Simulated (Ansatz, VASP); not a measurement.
# One calculation of EuFe, two programs

```
Eu Fe
1.0
     3.35151    0.00000    0.00000
     0.00000    3.35151    0.00000
     0.00000    0.00000    3.35151
Eu Fe
1 1
Cartesian
  0.0000 0.0000 0.0000
  1.6758 1.6758 1.6758
```

Alike in both runs: task single point; functional PBEsol; k mesh 8 × 8 × 8; occupations gaussian, width 0.05 eV; collinear spin.

|  | VASP | Ansatz |
| --- | --- | --- |
| version | VASP 6.6.1 | Ansatz 0.2.0 |
| potentials or method | VASP PAW PBE potentials, release 64 (Eu, Fe), cutoff 520 eV | scalar-relativistic, plane waves, PAW |
| valence electrons in the cell | 25 | 33 |

Ansatz gave:

```
gap on the k mesh at the Fermi level (eV)                     : none
pressure (GPa)                                                : 2.5
net moment per atom (μB)                                      : 2.37
size of the moment on the site where the two differ most (μB) : 6.64
```

Question: Estimate VASP's values.

Answer: gap on the k mesh at the Fermi level (eV): none; pressure (GPa): 2.6; net moment per atom (μB): 2.37; size of the moment on the site where the two differ most (μB): 6.56.

VASP's potentials were made for PBE, not for PBEsol. Site moments also hang on the region over which each program counts them. A gap of «none» marks a metal or a gap that the smearing closes. VASP's potentials hold 25 valence electrons a cell and Ansatz's 33, so a difference there can come from the potentials and not from the codes. Ansatz's warnings: given moment on shells.

Neither program's run includes spin-orbit coupling.
